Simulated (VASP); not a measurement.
# AlN (P6_3mc) in VASP: notebook

Runs on AlN. Level: PBEsol. Tasks: electric field gradients.

All numbers are computed with VASP 6.6.1; they aren't measurements. Logs are shortened: lines on timing, memory, paths and dates and some standing lists are left out, and cuts for length are marked.

## Step 1: The cell of the first run

It takes space group P6_3mc (No. 186, hexagonal). The conventional cell has a = 3.173 Å, b = 3.173 Å, c = 4.978 Å, α = 90.00°, β = 90.00°, γ = 120.00°. Al (site symmetry 3m) has 4 N at 1.92 Å within 2.5 Å. Within 2.5 Å of N (site symmetry 3m) lie 4 Al at 1.92 Å.

## Step 2: Electric field gradients, PBEsol (equal xx and yy strain of +2 %)

Contents of INCAR:

```
  ALGO = Normal
  EDIFF = 1E-8
  ENCUT = 520
  GGA = PS
  ISIF = 2
  ISMEAR = -1
  LASPH = T
  LCHARG = F
  LEFG = T
  LREAL = F
  LWAVE = F
  NBANDS = 16
  NELM = 60
  PREC = Accurate
  SIGMA = 0.03
```

Contents of KPOINTS:

```
k-points
0
Gamma
  10 10 6
```

Contents of POSCAR:

```
AlN
1.0
    3.1732221946      0.0000000000      0.0000000000
   -1.5866110973      2.7480910324      0.0000000000
    0.0000000000      0.0000000000      4.9780000000
Al N
2 2
Direct
    0.3333333333      0.6666666667      0.0000000000
    0.6666666667      0.3333333333      0.5000000000
    0.3333333333      0.6666666667      0.3850000000
    0.6666666667      0.3333333333      0.8850000000
```

Potentials or basis: VASP PAW PBE potentials, release 64 (Al, N).

Command:

```console
$ cat potpaw_PBE.64/Al/POTCAR potpaw_PBE.64/N/POTCAR > POTCAR
$ mpirun -np 1 vasp_std > vasp.out
```

OUTCAR:

```text
EDIFF = 1E-8
   ENCUT = 520
   GGA = PS
   ISIF = 2
   ISMEAR = -1
   LASPH = T
   LREAL = F
   NELM = 60
   PREC = Accurate

 ion  position               nearest neighbor table
   1  0.333  0.667  0.000-   3 1.92   4 1.92   4 1.92   4 1.92   2 3.09   2 3.09   2 3.09   2 3.09
                             2 3.09   2 3.09
   2  0.667  0.333  0.500-   4 1.92   3 1.92   3 1.92   3 1.92   1 3.09   1 3.09   1 3.09   1 3.09
                             1 3.09   1 3.09
   3  0.333  0.667  0.385-   1 1.92   2 1.92   2 1.92   2 1.92
   4  0.667  0.333  0.885-   2 1.92   1 1.92   1 1.92   1 1.92

  LATTYP: Found a hexagonal cell.
 ALAT       =     3.1732221946
 C/A-ratio  =     1.5687524210

  Lattice vectors:

 A1 = (   3.1732221946,   0.0000000000,   0.0000000000)
 A2 = (  -1.5866110973,   2.7480910324,   0.0000000000)
 A3 = (   0.0000000000,   0.0000000000,   4.9780000000)

Analysis of symmetry for initial positions (statically):
=====================================================================
 Subroutine PRICEL returns:
 Original cell was already a primitive cell.

 Routine SETGRP: Setting up the symmetry group for a
 hexagonal supercell.

 Subroutine GETGRP returns: Found 12 space group operations
 (whereof  6 operations were pure point group operations)
 out of a pool of 24 trial point group operations.

The static configuration has the point symmetry C_3v.
 The point group associated with its full space group is C_6v.

Analysis of symmetry for dynamics (positions and initial velocities):
=====================================================================
 Subroutine PRICEL returns:
 Original cell was already a primitive cell.

 Routine SETGRP: Setting up the symmetry group for a
 hexagonal supercell.

 Subroutine GETGRP returns: Found 12 space group operations
 (whereof  6 operations were pure point group operations)
 out of a pool of 24 trial point group operations.

The dynamic configuration has the point symmetry C_3v.
 The point group associated with its full space group is C_6v.

 Subroutine INISYM returns: Found 12 space group operations
 (whereof  6 operations are pure point group operations),
 and found     1 'primitive' translations

----------------------------------------------------------------------------------------

                                     Primitive cell

  volume of cell :      43.4097

  direct lattice vectors                    reciprocal lattice vectors
     3.173222195  0.000000000  0.000000000     0.315137087  0.181944482  0.000000000
    -1.586611097  2.748091032  0.000000000     0.000000000  0.363888964  0.000000000
     0.000000000  0.000000000  4.978000000     0.000000000  0.000000000  0.200883889

  length of vectors
     3.173222195  3.173222195  4.978000000     0.363888964  0.363888964  0.200883889

  position of ions in fractional coordinates (direct lattice)
     0.333333333  0.666666667  0.000000000
     0.666666667  0.333333333  0.500000000
     0.333333333  0.666666667  0.385000000
     0.666666667  0.333333333  0.885000000

  ion indices of the primitive-cell ions
   primitive index   ion index
                 1           1
                 2           2
                 3           3
                 4           4

----------------------------------------------------------------------------------------

 KPOINTS: k-points

Automatic generation of k-mesh.
 Grid dimensions read from file:
 generate k-points for:   10   10    6

 Generating k-lattice:

  Cartesian coordinates                     Fractional coordinates (reciprocal lattice)
     0.031513709  0.018194448  0.000000000     0.100000000 -0.000000000  0.000000000
     0.000000000  0.036388896  0.000000000     0.000000000  0.100000000  0.000000000
     0.000000000  0.000000000  0.033480648     0.000000000  0.000000000  0.166666667

  Length of vectors
     0.036388896  0.036388896  0.033480648

  Shift w.r.t. Gamma in fractional coordinates (k-lattice)
     0.000000000  0.000000000  0.000000000

 Subroutine IBZKPT returns following result:
 ===========================================

 Found     56 irreducible k-points:

 Following reciprocal coordinates:
            Coordinates               Weight
  0.000000  0.000000  0.000000      1.000000
  0.100000  0.000000  0.000000      6.000000
  0.200000  0.000000  0.000000      6.000000
  0.300000  0.000000  0.000000      6.000000
  0.400000  0.000000  0.000000      6.000000
  0.500000  0.000000  0.000000      3.000000
[... 16 lines left out ...]
  0.300000  0.100000  0.166667     24.000000
  0.400000  0.100000  0.166667     24.000000
 [... further k-points ...]
   k-points           NKPTS =     56   k-points in BZ     NKDIM =     56   number of bands    NBANDS=     16
   number of dos      NEDOS =    301   number of ions     NIONS =      4
   total plane-waves  NPLWV =  23040
   dimension x,y,z NGX =    24 NGY =   24 NGZ =   40
   dimension x,y,z NGXF=    48 NGYF=   48 NGZF=   80
   ions per type =               2   2
   NGX,Y,Z   is equivalent  to a cutoff of  12.57, 12.57, 13.36 a.u.
   NGXF,Y,Z  is equivalent  to a cutoff of  25.15, 25.15, 26.72 a.u.
 SYSTEM =  unknown system
   PREC   = accura    normal or accurate (medium, high low for compatibility)
   ISTART =      0    job   : 0-new  1-cont  2-samecut
   ICHARG =      2    charge: 1-file 2-atom 10-const
   ISPIN  =      1    spin polarized calculation?
   LNONCOLLINEAR =      F non collinear calculations
   LSORBIT =      F    spin-orbit coupling
   LASPH  =      T    aspherical Exc in radial PAW
   ENCUT  =  520.0 eV  38.22 Ry    6.18 a.u.   5.90  5.90  9.26*2*pi/ulx,y,z
   NELM   =     60;   NELMIN=  2; NELMDL= -5     # of ELM steps
   EDIFF  = 0.1E-07   stopping-criterion for ELM
   LREAL  =      F    real-space projection
   EDIFFG = 0.1E-06   stopping-criterion for IOM
   NSW    =      0    number of steps for IOM
   IBRION =     -1    ionic relax: 0-MD 1-quasi-New 2-CG
   NFREE  =      0    steps in history (QN), initial steepest desc. (CG)
   ISIF   =      2    stress and relaxation
   ISYM   =      2    0-nonsym 1-usesym 2-fastsym
   POTIM  = 0.5000    time-step for ionic-motion
   TEBEG  =    0.0;   TEEND  =   0.0 temperature during run
   PSTRESS=    0.0 pullay stress
   NELECT =      16.0000    total number of electrons
   NUPDOWN=      -1.0000    fix difference up-down
   EMIN   =  10.00;   EMAX   =-10.00  energy-range for DOS
   EFERMI =   0.00;   METHOD = LEGACY
   ISMEAR =    -1;   SIGMA  =   0.03  broadening in eV -4-tet -1-fermi 0-gaus
   EFERMI_NEDOS =   21; number of points for ismear=-14 and -15
   IALGO  =     38    algorithm
   IMIX   =      4    mixing-type and parameters
     AMIX     =   0.40;   BMIX     =  1.00
     AMIX_MAG =   1.60;   BMIX_MAG =  1.00
  volume/ion in A,a.u.               =      10.85        73.24
  Fermi-wavevector in a.u.,A,eV,Ry     =   1.173778  2.218119 18.745495  1.377755
  Thomas-Fermi vector in A             =   2.310186
   LORBIT       =      0    0 simple, 1 ext, 2 COOP (PROOUT), +10 PAW based schemes
   GGA     = PS    functional components
   LHFCALC =     F    Hartree Fock is set to
   AEXX    =    0.0000 exact exchange contribution
   IVDW    =     0    specifies the selected vdW correction
   LEPSILON=     F    determine dielectric tensor
   LRPA    =     F    only Hartree local field effects (RPA)
 non-spin polarized calculation
  energy-cutoff  :      520.00
  volume of cell :       43.41
 maximum number of plane-waves:      1190
 NGX is ok and might be reduce to    24
   NGX = 11   NGY = 11   NGZ = 19

 number of electron      16.0000002 magnetization

 Free energy of the ion-electron system (eV)
  ---------------------------------------------------
  ext. energy  EPLUGINS =         0.00000000
  ---------------------------------------------------
  free energy    TOTEN  =       -31.26676154 eV

  energy without entropy =      -31.26676154  energy(sigma->0) =      -31.26676154

 E-fermi :   6.4205     XC(G=0): -10.9396

 val. band max:        5.8102976361   @ k =   0.0000   0.0000   0.0000
 cond. band min:       9.5106002121   @ k =   0.0000   0.0000   0.0000
 fundamental gap:      3.7003025760
 Fermi energy:         6.4205154821

 k-point     1 :       0.0000    0.0000    0.0000
  band No.  band energies     occupation
      1      -9.2400      2.00000
      2      -7.0909      2.00000
      3      -0.1116      2.00000
      4       4.7496      2.00000
      5       4.7496      2.00000
      6       5.4520      2.00000
[... 8 lines left out ...]
     15      18.2654      0.00000
     16      18.7430      0.00000

 k-point     2 :       0.1000    0.0000    0.0000
  band No.  band energies     occupation
      1      -9.1190      2.00000
      2      -7.0269      2.00000
      3       0.0333      2.00000
      4       4.1851      2.00000
      5       4.5901      2.00000
      6       4.8844      2.00000
[... 8 lines left out ...]
     15      18.3533      0.00000
     16      18.3634      0.00000

 k-point     3 :       0.2000    0.0000    0.0000
  band No.  band energies     occupation
      1      -8.7722      2.00000
      2      -6.8621      2.00000
      3       0.4570      2.00000
      4       2.9219      2.00000
      5       3.8077      2.00000
      6       4.2428      2.00000
[... 8 lines left out ...]
     15      17.5235      0.00000
     16      17.9435      0.00000

 k-point     4 :       0.3000    0.0000    0.0000
  band No.  band energies     occupation
      1      -8.2540      2.00000
      2      -6.6832      2.00000
      3       1.1174      2.00000
      4       1.6240      2.00000
      5       2.7449      2.00000
      6       3.8892      2.00000
[... 8 lines left out ...]
     15      17.3913      0.00000
     16      19.0308      0.00000
[... 324 lines left out ...]
 k-point    22 :       0.2000    0.1000    0.1667
  band No.  band energies     occupation
      1      -8.3578      2.00000
      2      -6.8844      2.00000
      3       0.9454      2.00000
      4       2.4172      2.00000
      5       2.8794      2.00000
      6       3.9960      2.00000
[... 8 lines left out ...]
     15      17.6559      0.00000
     16      18.8772      0.00000

 k-point    23 :       0.3000    0.1000    0.1667
  band No.  band energies     occupation
      1      -7.8202      2.00000
      2      -6.7108      2.00000
      3       0.8521      2.00000
      4       1.7062      2.00000
      5       2.4877      2.00000
      6       3.5319      2.00000
[... 8 lines left out ...]
     15      17.6465      0.00000
     16      19.5778      0.00000

 k-point    24 :       0.4000    0.1000    0.1667
  band No.  band energies     occupation
      1      -7.3528      2.00000
      2      -6.6915      2.00000
      3       0.3725      2.00000
      4       1.3872      2.00000
      5       2.6965      2.00000
      6       3.3897      2.00000
[... 8 lines left out ...]
     15      17.8574      0.00000
     16      20.0365      0.00000

 [... further k-points ...]
[... 5 lines left out ...]
  --------------------------------------------------------------------------------------
  -------------------------------------------------------------------------------------
  Total       -2.4661290     -2.4661290     -0.8804204      0.0000000      0.0000000      0.0000000
  in kB      -91.0206389    -91.0206389    -32.4948237      0.0000000      0.0000000      0.0000000
  external PRESSURE =     -71.5120338 kB  Pullay stress =       0.0000000 kB

 VOLUME and BASIS-vectors are now :
 -----------------------------------------------------------------------------
  energy-cutoff  :      520.00
  volume of cell :       43.41
      direct lattice vectors                 reciprocal lattice vectors
     3.173222195  0.000000000  0.000000000     0.315137087  0.181944482  0.000000000
    -1.586611097  2.748091032  0.000000000     0.000000000  0.363888964  0.000000000
     0.000000000  0.000000000  4.978000000     0.000000000  0.000000000  0.200883889

 POSITION                                       TOTAL-FORCE (eV/Angst)
 -----------------------------------------------------------------------------------
     -0.00000      1.83206      0.00000         0.000000     -0.000000     -0.021786
      1.58661      0.91603      2.48900        -0.000000      0.000000     -0.021786
     -0.00000      1.83206      1.91653        -0.000000      0.000000      0.021786
      1.58661      0.91603      4.40553         0.000000      0.000000      0.021786
 -----------------------------------------------------------------------------------
    total drift:                               -0.000000      0.000000     -0.000337

  FREE ENERGIE OF THE ION-ELECTRON SYSTEM (eV)
  ---------------------------------------------------
  free  energy   TOTEN  =       -31.2667615434 eV

  energy  without entropy=      -31.2667615434  energy(sigma->0) =      -31.26676154

 Electric field gradients (V/A^2)
---------------------------------------------------------------------
 ion       V_xx      V_yy      V_zz      V_xy      V_xz      V_yz
---------------------------------------------------------------------
   1      -1.812    -1.812     3.625     0.000     0.000    -0.000
   2      -1.812    -1.812     3.625     0.000    -0.000     0.000
   3       1.700     1.699    -3.398    -0.001     0.000    -0.000
   4       1.700     1.699    -3.398    -0.001    -0.000     0.000
---------------------------------------------------------------------

 Electric field gradients after diagonalization (V/A^2)
 (convention: |V_zz| > |V_xx| > |V_yy|)
----------------------------------------------------------------------
 ion       V_xx      V_yy      V_zz     asymmetry (V_yy - V_xx)/ V_zz
----------------------------------------------------------------------
   1      -1.812    -1.812     3.625       0.000
   2      -1.812    -1.812     3.625       0.000
   3       1.700     1.698    -3.398       0.001
   4       1.700     1.698    -3.398       0.001
----------------------------------------------------------------------

           NMR quadrupolar parameters

 Cq : quadrupolar parameter    Cq=e*Q*V_zz/h
 eta: asymmetry parameters     (V_yy - V_xx)/ V_zz
 Q  : nuclear electric quadrupole moment in mb (millibarn)
----------------------------------------------------------------------
 ion       Cq(MHz)       eta       Q (mb)
----------------------------------------------------------------------
   1       0.009       0.000       1.000
   2       0.009       0.000       1.000
   3      -0.008       0.001       1.000
   4      -0.008       0.001       1.000
----------------------------------------------------------------------
```

Run time: 18 s. Hardware: 1 thread of AMD EPYC 9R45 (Zen 5), shared host; peak memory 0.14 GiB.

Results:

```
Free energy            : -31.2668 eV
Pressure               : -7.2 GPa
Largest force          : 0.022 eV/Å
Band gap on the k mesh : 3.70 eV, direct
```

Forces on the atoms (eV/Å):
```
Al   0.000  0.000 -0.022
Al   0.000  0.000 -0.022
N    0.000  0.000  0.022
N    0.000  0.000  0.022
```

Levels at points of the mesh, in eV from the valence-band top:
```
           k point  band 6  band 7  band 8  band 9  band 10  band 11
(0.00, 0.00, 0.00)   -0.36   -0.36    0.00    3.70     5.95    10.22
(0.50, 0.00, 0.00)   -2.26   -1.83   -0.79    5.34     5.63     7.65
(0.00, 0.00, 0.50)   -0.72   -0.72   -0.72    5.89     5.89     9.88
(0.50, 0.00, 0.50)   -1.61   -1.38   -1.38    5.01     5.01     8.81
```

Electric field gradients, principal values (V/Å²):
```
atom   least  middle  greatest (by size)
1 Al  -1.812  -1.812               3.625
2 Al  -1.812  -1.812               3.625
 3 N   1.698   1.700              -3.398
 4 N   1.698   1.700              -3.398
```

Caveat: the cell differs from its parent crystal (equal xx and yy strain of +2 %); without QUAD_EFG the Cq values of the log hold for a quadrupole moment of 1 mb, not for the nuclei; the PAW data sets were made with another functional, which shifts forces and pressure a little.

(Continued in part 2 of 3.)
